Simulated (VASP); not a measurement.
A run of VASP 6.6.1:

The input INCAR:

```
SYSTEM = Pb
PREC = Accurate ; ENCUT = 520
EDIFF = 1E-6 ; ISMEAR = -1
SIGMA = 0.05 ; LREAL = .FALSE.
LASPH = .TRUE. ; NELM = 80
ALGO = Normal ; ISIF = 2
LWAVE = .FALSE. ; LCHARG = .TRUE.
GGA = PE ; LELF = .TRUE.
LVHAR = .TRUE. ; NBANDS = 21
```

File KPOINTS:

```
Automatic mesh
0
G
  8 8 8
  0 0 0
```

File POSCAR:

```
Pb
1.0
    0.0000000000      3.4390000555      3.5421700572
    3.4390000555      0.0000000000      3.5421700572
    3.4390000555      3.4390000555      0.0000000000
Pb
2
Direct
    0.0000000000      0.0000000000      0.0000000000
    0.2500000000      0.2500000000      0.2500000000
```

Potentials or basis: VASP PAW PBE potentials, release 64 (Pb_d).

Run with:

```bash
$ cat potpaw_PBE.64/Pb_d/POTCAR > POTCAR
$ mpirun -np 1 vasp_std > vasp.out
```

Hardware: 1 thread of Intel(R) Xeon(R) Platinum 8259CL CPU @ 2.50GHz (Skylake/Cascade Lake), on a shared host.

Problem. How long does it take, and how much memory?

Solution. It took 82 s on 1 thread of Intel(R) Xeon(R) Platinum 8259CL CPU @ 2.50GHz (Skylake/Cascade Lake), with other jobs on the host, peak memory 0.27 GiB. Counts: scf iterations 12, k points 59.
